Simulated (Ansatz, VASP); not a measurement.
**CdF2: VASP beside Ansatz**

File INCAR:

```
SYSTEM = CdF2
ALGO = Normal
EDIFF = 1E-6
ENCUT = 520
ISIF = 2
ISMEAR = -1
LASPH = .TRUE.
LCHARG = .FALSE.
LREAL = .FALSE.
LWAVE = .FALSE.
NBANDS = 20
NELM = 60
PREC = Accurate
SIGMA = 0.02
```

KPOINTS

```
k-points
0
G
  8 8 8
  0 0 0
```

POSCAR

```
CdF2
1.0
    0.0000000000      2.6759189183      2.6759189183
    2.6759189183      0.0000000000      2.6759189183
    2.6759189183      2.6759189183      0.0000000000
Cd F
1 2
Direct
    0.0000000000      0.0000000000      0.0000000000
    0.2500000000      0.2500000000      0.2500000000
    0.7500000000      0.7500000000      0.7500000000
```

Input for Ansatz:

```yaml
crystal:
  lattice:
    - [0.0, 2.6759189183, 2.6759189183]
    - [2.6759189183, 0.0, 2.6759189183]
    - [2.6759189183, 2.6759189183, 0.0]
  atoms:
    - { symbol: Cd, position: [0.0, 0.0, 0.0] }
    - { symbol: F, position: [0.25, 0.25, 0.25] }
    - { symbol: F, position: [0.75, 0.75, 0.75] }
kpoints:
  mp_grid: { grid: [8, 8, 8] }
  band_path:
    path:
      - [0.0, 0.0, 0.0]
      - [0.5, 0.0, 0.5]
      - [0.625, 0.25, 0.625]
      - [0.375, 0.375, 0.75]
      - [0.0, 0.0, 0.0]
      - [0.5, 0.5, 0.5]
      - [0.5, 0.25, 0.75]
      - [0.5, 0.0, 0.5]
    npoints: 5
scf:
  occupations: { method: fermi_dirac, width: 0.02 }
hamiltonian:
  xc: lda
  pseudopotentials: { kind: all_electron, lapw: { basis_error: 0.001 } }
output:
  forces: true
  stress: true
  eigenvalues: true
```

Change from the starting cell: volume scaled by 0.98.

Alike in both runs: task single point; functional LDA; k mesh 8 × 8 × 8; occupations fermi-dirac, width 0.02 eV; no spin polarisation.

|  | VASP | Ansatz |
| --- | --- | --- |
| version | VASP 6.6.1 | Ansatz 0.2.0 |
| potentials or method | VASP PAW LDA potentials, release 64 (Cd, F), cutoff 520 eV | all-electron LAPW, scalar-relativistic |

|  | VASP | Ansatz | Ansatz less VASP |
| --- | --- | --- | --- |
| gap on the k mesh at the Fermi level (eV) | 2.87 | 2.87 | 0.000 |
| pressure (GPa) | -2.5 | -3.6 | -1.05 |

LDA's correlation is that of Perdew and Zunger in VASP and of Perdew and Wang (1992) in Ansatz. Ansatz ran all-electron here, and VASP with PAW potentials.
